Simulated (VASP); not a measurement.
# Ge (Imma) in VASP: further runs

Ge is run at these levels: PBE; tasks: single point.

Everything below comes from runs of VASP 6.6.1. Logs are shortened: lines on timing, memory, paths and dates and some standing lists are left out, and cuts for length are marked.

## (1) The cell of the first run

It takes space group Imma (No. 74, orthorhombic). Conventional cell: a = 3.984 Å, b = 4.148 Å, c = 5.634 Å, α = 90.00°, β = 90.00°, γ = 90.00°. Within 3.2 Å of Ge (site symmetry mm2) lie 4 Ge at 2.44 to 2.51 Å.

## (2) Single point, PBE

File INCAR:

```
  ALGO = Normal
  EDIFF = 1E-6
  ENCUT = 500
  GGA = PE
  GGA_COMPAT = F
  ISIF = 2
  ISMEAR = 0
  LASPH = T
  LCHARG = T
  LELF = T
  LREAL = F
  LVHAR = T
  LWAVE = F
  NBANDS = 36
  NELM = 120
  PREC = Accurate
  SIGMA = 0.1
```

File KPOINTS:

```
k-points
0
Gamma
  4 4 4
```

File POSCAR:

```
Ge
1.0
    3.9840193314      0.0000000000      0.0000000000
    0.0000000000      5.6342541952      0.0000000000
    0.0000000000      0.0000000000      4.1475077278
Ge
4
Direct
    0.0000000000      0.0000000000      0.0000000000
    0.5000000000      0.2500000000      0.0000000000
    0.5000000000      0.5000000000      0.5000042000
    0.0000000000      0.7500000000      0.5000042000
```

Potentials or basis: VASP PAW PBE potentials, release 64 (Ge_d).

Command:

```console
$ cat potpaw_PBE.64/Ge_d/POTCAR > POTCAR
$ mpirun -np 1 vasp_std > vasp.out
```

OUTCAR:

```text
EDIFF = 1E-6
   ENCUT = 500
   GGA = PE
   ISIF = 2
   ISMEAR = 0
   LASPH = T
   LREAL = F
   NELM = 120
   PREC = Accurate

 ion  position               nearest neighbor table
   1  0.000  0.000  0.000-   2 2.44   2 2.44   4 2.51   4 2.51
   2  0.500  0.250  0.000-   1 2.44   1 2.44   3 2.51   3 2.51
   3  0.500  0.500  0.500-   4 2.44   4 2.44   2 2.51   2 2.51
   4  0.000  0.750  0.500-   3 2.44   3 2.44   1 2.51   1 2.51

  LATTYP: Found a simple orthorhombic cell.
 ALAT       =     3.9840193314
 B/A-ratio  =     1.0410360450
 C/A-ratio  =     1.4142135684

  Lattice vectors:

 A1 = (  -3.9840193314,   0.0000000000,   0.0000000000)
 A2 = (   0.0000000000,   0.0000000000,   4.1475077278)
 A3 = (   0.0000000000,   5.6342541952,   0.0000000000)

Analysis of symmetry for initial positions (statically):
=====================================================================
 Subroutine PRICEL returns following result:

  LATTYP: Found a base centered monoclinic cell.
 ALAT       =     6.9005239200
 B/A-ratio  =     0.6010424391
 C/A-ratio  =     0.5773502676
 COS(beta)  =    -0.5773502676

  Lattice vectors:

 A1 = (  -1.9920096657,   2.8171270976,  -2.0737712834)
 A2 = (  -1.9920096657,   2.8171270976,   2.0737364444)
 A3 = (   3.9840193314,   0.0000000000,   0.0000348391)

   2 primitive cells build up your supercell.

 Routine SETGRP: Setting up the symmetry group for a
 simple orthorhombic supercell.

 Subroutine GETGRP returns: Found  8 space group operations
 (whereof  4 operations were pure point group operations)
 out of a pool of  8 trial point group operations.

The static configuration has the point symmetry C_2v.
 The point group associated with its full space group is D_2h.

Analysis of symmetry for dynamics (positions and initial velocities):
=====================================================================
 Subroutine PRICEL returns following result:

  LATTYP: Found a base centered monoclinic cell.
 ALAT       =     6.9005239200
 B/A-ratio  =     0.6010424391
 C/A-ratio  =     0.5773502676
 COS(beta)  =    -0.5773502676

  Lattice vectors:
[... 107 lines left out ...]
   ISTART =      0    job   : 0-new  1-cont  2-samecut
   ICHARG =      2    charge: 1-file 2-atom 10-const
   ISPIN  =      1    spin polarized calculation?
   LNONCOLLINEAR =      F non collinear calculations
   LSORBIT =      F    spin-orbit coupling
   LASPH  =      T    aspherical Exc in radial PAW
   ENCUT  =  500.0 eV  36.75 Ry    6.06 a.u.   7.26 10.27  7.56*2*pi/ulx,y,z
   NELM   =    120;   NELMIN=  2; NELMDL= -5     # of ELM steps
   EDIFF  = 0.1E-05   stopping-criterion for ELM
   LREAL  =      F    real-space projection
   EDIFFG = 0.1E-04   stopping-criterion for IOM
   NSW    =      0    number of steps for IOM
   IBRION =     -1    ionic relax: 0-MD 1-quasi-New 2-CG
   NFREE  =      0    steps in history (QN), initial steepest desc. (CG)
   ISIF   =      2    stress and relaxation
   ISYM   =      2    0-nonsym 1-usesym 2-fastsym
   POTIM  = 0.5000    time-step for ionic-motion
   TEBEG  =    0.0;   TEEND  =   0.0 temperature during run
   PSTRESS=    0.0 pullay stress
   NELECT =      56.0000    total number of electrons
   NUPDOWN=      -1.0000    fix difference up-down
   EMIN   =  10.00;   EMAX   =-10.00  energy-range for DOS
   EFERMI =   0.00;   METHOD = LEGACY
   ISMEAR =     0;   SIGMA  =   0.10  broadening in eV -4-tet -1-fermi 0-gaus
   EFERMI_NEDOS =   21; number of points for ismear=-14 and -15
   IALGO  =     38    algorithm
   IMIX   =      4    mixing-type and parameters
     AMIX     =   0.40;   BMIX     =  1.00
     AMIX_MAG =   1.60;   BMIX_MAG =  1.00
  volume/ion in A,a.u.               =      23.27       157.07
  Fermi-wavevector in a.u.,A,eV,Ry     =   1.381940  2.611488 25.983832  1.909758
  Thomas-Fermi vector in A             =   2.506678
   LORBIT       =      0    0 simple, 1 ext, 2 COOP (PROOUT), +10 PAW based schemes
   GGA     = PE    functional components
   LHFCALC =     F    Hartree Fock is set to
   AEXX    =    0.0000 exact exchange contribution
   IVDW    =     0    specifies the selected vdW correction
   LEPSILON=     F    determine dielectric tensor
   LRPA    =     F    only Hartree local field effects (RPA)
 non-spin polarized calculation
 Gauss-broadening in eV      SIGMA  =   0.10
  energy-cutoff  :      500.00
  volume of cell :       93.10
 maximum number of plane-waves:      2381
 NGX is ok and might be reduce to    30
   NGX = 15   NGY = 21   NGZ = 15

 number of electron      55.9999974 magnetization

 Free energy of the ion-electron system (eV)
  ---------------------------------------------------
  ext. energy  EPLUGINS =         0.00000000
  ---------------------------------------------------
  free energy    TOTEN  =       -17.85074248 eV

  energy without entropy =      -17.84717038  energy(sigma->0) =      -17.84895643

 E-fermi :   4.6796     XC(G=0):  -9.7854

 val. band max:        4.6672194611   @ k =   0.5000   0.5000   0.0000
 cond. band min:       4.6822879857   @ k =   0.0000   0.0000   0.0000
 fundamental gap:      0.0150685246
 Fermi energy:         4.6796231851

 k-point     1 :       0.0000    0.0000    0.0000
  band No.  band energies     occupation
      1     -20.0781      2.00000
      2     -20.0534      2.00000
      3     -20.0511      2.00000
      4     -20.0302      2.00000
      5     -20.0150      2.00000
      6     -20.0049      2.00000
[... 925 lines left out ...]
     35      12.3355      0.00000
     36      12.3355      0.00000

 [... further k-points ...]

------------------------ aborting loop because EDIFF is reached ----------------------------------------

  FORCE on cell =-STRESS in cart. coord.  units (eV):
  Direction    XX          YY          ZZ          XY          YZ          ZX
  --------------------------------------------------------------------------------------
  -------------------------------------------------------------------------------------
  Total        3.0305598      1.0690439     -0.3286980      0.0000000      0.0000000      0.0000000
  in kB       52.1540886     18.3975938     -5.6566930      0.0000000      0.0000000      0.0000000
  external PRESSURE =      21.6316631 kB  Pullay stress =       0.0000000 kB

 VOLUME and BASIS-vectors are now :
 -----------------------------------------------------------------------------
  energy-cutoff  :      500.00
  volume of cell :       93.10
      direct lattice vectors                 reciprocal lattice vectors
     3.984019331  0.000000000  0.000000000     0.251002798  0.000000000  0.000000000
     0.000000000  5.634254195  0.000000000     0.000000000  0.177485780  0.000000000
     0.000000000  0.000000000  4.147507728     0.000000000  0.000000000  0.241108653

 POSITION                                       TOTAL-FORCE (eV/Angst)
 -----------------------------------------------------------------------------------
      0.00000      0.00000      0.00000         0.000000     -0.371463      0.000000
      1.99201      1.40856      0.00000         0.000000      0.371463      0.000000
      1.99201      2.81713      2.07377         0.000000     -0.371463     -0.000000
      0.00000      4.22569      2.07377        -0.000000      0.371463      0.000000
 -----------------------------------------------------------------------------------
    total drift:                                0.000000     -0.000000     -0.018556

  FREE ENERGIE OF THE ION-ELECTRON SYSTEM (eV)
  ---------------------------------------------------
  free  energy   TOTEN  =       -17.8507424770 eV

  energy  without entropy=      -17.8471703793  energy(sigma->0) =      -17.84895643
```

stdout:

```text
POSCAR found type information on POSCAR Ge
 POSCAR found :  1 types and       4 ions
 scaLAPACK will be used
 LDA part: xc-table for (Slater+PW92), standard interpolation
 POSCAR, INCAR and KPOINTS ok, starting setup
 FFT: planning ... GRIDC
 FFT: planning ... GRID_SOFT
 FFT: planning ... GRID
 WAVECAR not read
 entering main loop
```

Run time: 90 s. Hardware: 1 thread of Oxide Virtual Turin-like, shared host; peak memory 0.18 GiB.

What came out:

```yaml
Free_energy: -17.8507 eV
Pressure: 2.2 GPa
Largest_force: 0.371 eV/Å
Band_gap_on_the_k_mesh: zero (bands 28 and 29 overlap by 0.04 eV)
```

Forces in eV/Å, atoms in the order of the input:
```
Ge   0.000 -0.371  0.000
Ge   0.000  0.371  0.000
Ge   0.000 -0.371  0.000
Ge   0.000  0.371  0.000
```

Caveat: the k points lie up to 0.39 Å⁻¹ apart; semilocal functionals underestimate gaps, and a narrow one can read as zero.

## (3) Single point, PBE

This run uses another cell than the first one, of 23.12 Å³/atom.

File INCAR:

```
PREC = Accurate
ENCUT = 500
EDIFF = 1E-6
ISMEAR = 0
SIGMA = 0.1
LREAL = False
LASPH = True
NELM = 120
ALGO = Normal
ISIF = 2
LWAVE = False
LCHARG = True
GGA = PE
LELF = True
LVHAR = True
NBANDS = 36
GGA_COMPAT = False
```

File KPOINTS:

```
Automatic mesh
0
Gamma
  10 8 10
```

File POSCAR:

```
Ge
1.0
    3.9840193314      0.0000000000      0.0000000000
    0.0000000000      5.6342541952      0.0000000000
    0.0000000000      0.0000000000      4.1191951651
Ge
4
Direct
    0.0000000000     -0.0024264318      0.0000000000
    0.5000000000      0.2524264318      0.0000000000
    0.5000000000      0.4975735682      0.5000000000
    0.0000000000      0.7524264318      0.5000000000
```

Potentials or basis: VASP PAW PBE potentials, release 64 (Ge_d).

Command:

```console
$ cat potpaw_PBE.64/Ge_d/POTCAR > POTCAR
$ mpirun -np 1 vasp_std > vasp.out
```

Run time: 9.3 min. Hardware: 1 thread of Oxide Virtual Turin-like, shared host; peak memory 0.44 GiB.

It converged, with:

* Free energy: -18.0303 eV
* Pressure: 2.0 GPa
* Band gap on the k mesh: zero (bands 28 and 29 overlap by 0.14 eV)

Stress tensor (GPa, compression positive):
```
 3.54  0.00  0.00
 0.00  2.73  0.00
 0.00  0.00 -0.14
```

Levels at points of the mesh, in eV from the Fermi level:
| k point | band 24 | band 25 | band 26 | band 27 | band 28 | band 29 | band 30 | band 31 | band 32 | band 33 |
| --- | --- | --- | --- | --- | --- | --- | --- | --- | --- | --- |
| (0.00, 0.00, 0.00) | -3.26 | -2.87 | -0.19 | -0.17 | 0.08 | 0.11 | 0.44 | 0.97 | 2.44 | 2.54 |
| (0.50, 0.00, 0.00) | -6.45 | -3.68 | -3.68 | -1.67 | -1.67 | 1.62 | 1.62 | 4.70 | 4.70 | 5.00 |
| (0.00, 0.50, 0.00) | -4.67 | -2.21 | -2.21 | -1.85 | -1.85 | 0.93 | 0.93 | 2.74 | 2.74 | 5.74 |
| (0.50, 0.50, 0.00) | -7.47 | -1.57 | -1.57 | -1.33 | -1.33 | -0.06 | -0.06 | 3.59 | 3.59 | 3.78 |
| (0.00, 0.00, 0.50) | -6.45 | -3.73 | -3.73 | -1.40 | -1.40 | 2.08 | 2.08 | 4.85 | 4.85 | 5.26 |
| (0.50, 0.00, 0.50) | -8.82 | -2.95 | -2.95 | -2.95 | -2.95 | 0.83 | 0.83 | 0.83 | 0.83 | 9.25 |
| (0.00, 0.50, 0.50) | -7.51 | -1.29 | -1.29 | -1.26 | -1.26 | 0.30 | 0.30 | 3.81 | 3.81 | 3.82 |
| (0.50, 0.50, 0.50) | -8.72 | -3.80 | -3.80 | -3.80 | -3.80 | 4.38 | 4.38 | 4.38 | 4.38 | 4.84 |

Caveat: semilocal functionals underestimate gaps, and a narrow one can read as zero.

## (4) Single point, PBE

This run uses another cell than the first one, of 23.12 Å³/atom.

File INCAR:

```
SYSTEM = Ge
  ALGO = Normal
  EDIFF = 1E-6
  ENCUT = 500
  GGA = PE
  GGA_COMPAT = .FALSE.
  ISIF = 2
  ISMEAR = 0
  LASPH = .TRUE.
  LCHARG = .TRUE.
  LELF = .TRUE.
  LREAL = .FALSE.
  LVHAR = .TRUE.
  LWAVE = .FALSE.
  NBANDS = 36
  NELM = 120
  PREC = Accurate
  SIGMA = 0.1
```

File KPOINTS:

```
k-points
0
G
  10 8 10
  0 0 0
```

POSCAR is that of step 3.

Command:

```console
$ cat potpaw_PBE.64/Ge_d/POTCAR > POTCAR
$ mpirun -np 1 vasp_std > vasp.out
```

Run time: 11 min. Hardware: 1 thread of Oxide Virtual Turin-like, shared host; peak memory 0.44 GiB.

The run converged. Its results:

| Property | Result |
| --- | --- |
| Free energy | -18.0303 eV |
| Pressure | 2.0 GPa |
| Band gap on the k mesh | zero (bands 28 and 29 overlap by 0.14 eV) |

Stress tensor (GPa, compression positive):
```
 3.54  0.00  0.00
 0.00  2.73  0.00
 0.00  0.00 -0.14
```

Levels at points of the mesh, in eV from the Fermi level:
```
           k point  band 25  band 26  band 27  band 28  band 29  band 30  band 31  band 32
(0.00, 0.00, 0.00)    -2.87    -0.19    -0.17     0.08     0.11     0.44     0.97     2.44
(0.50, 0.00, 0.00)    -3.68    -3.68    -1.67    -1.67     1.62     1.62     4.70     4.70
(0.00, 0.50, 0.00)    -2.21    -2.21    -1.85    -1.85     0.93     0.93     2.74     2.74
(0.50, 0.50, 0.00)    -1.57    -1.57    -1.33    -1.33    -0.06    -0.06     3.59     3.59
(0.00, 0.00, 0.50)    -3.73    -3.73    -1.40    -1.40     2.08     2.08     4.85     4.85
(0.50, 0.00, 0.50)    -2.95    -2.95    -2.95    -2.95     0.83     0.83     0.83     0.83
(0.00, 0.50, 0.50)    -1.29    -1.29    -1.26    -1.26     0.30     0.30     3.81     3.81
(0.50, 0.50, 0.50)    -3.80    -3.80    -3.80    -3.80     4.38     4.38     4.38     4.38
```

Caveat: semilocal functionals underestimate gaps, and a narrow one can read as zero.

The gap in the log of VASP goes by the Fermi energy; the results here count the filled bands.